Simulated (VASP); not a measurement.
A run of VASP 6.6.1:

INCAR

```
PREC     = Accurate       # precision mode
ENCUT    = 520            # plane-wave cutoff, eV
EDIFF    = 1E-7           # SCF threshold, eV
ISMEAR   = 1              # smearing method
SIGMA    = 0.6            # smearing width, eV
LREAL    = False          # projectors in reciprocal space
LASPH    = True           # aspherical terms in the spheres
NELM     = 100            # most SCF steps
ALGO     = Normal         # electronic algorithm
ISIF     = 2              # what is computed and relaxed
LWAVE    = False          # write WAVECAR
LCHARG   = False          # write CHGCAR
GGA      = CA             # functional
NBANDS   = 19             # bands
```

The input KPOINTS:

```
Automatic mesh
0
Gamma
  13 13 7
```

POSCAR

```
Ti
1.0
    2.8638698861      0.0000000000      0.0000000000
   -1.4319349430      2.4801840745      0.0000000000
    0.0000000000      0.0000000000      4.5399943151
Ti
2
Direct
    0.3333333333      0.6666666667      0.2500000000
    0.6666666667      0.3333333333      0.7500000000
```

Potentials or basis: VASP PAW LDA potentials, release 64 (Ti_sv).

Run with:

```console
$ cat potpaw_LDA.64/Ti_sv/POTCAR > POTCAR
$ mpirun -np 1 vasp_std > vasp.out
```

Hardware: 1 thread of Intel(R) Xeon(R) Platinum 8488C (Sapphire Rapids) (shared host).

Task: Estimate the wall time of this run.

Result: Run time: 42 s on 1 thread of Intel(R) Xeon(R) Platinum 8488C (Sapphire Rapids) (shared host), peak memory 0.13 GiB. Counts: scf iterations 15, k points 84.
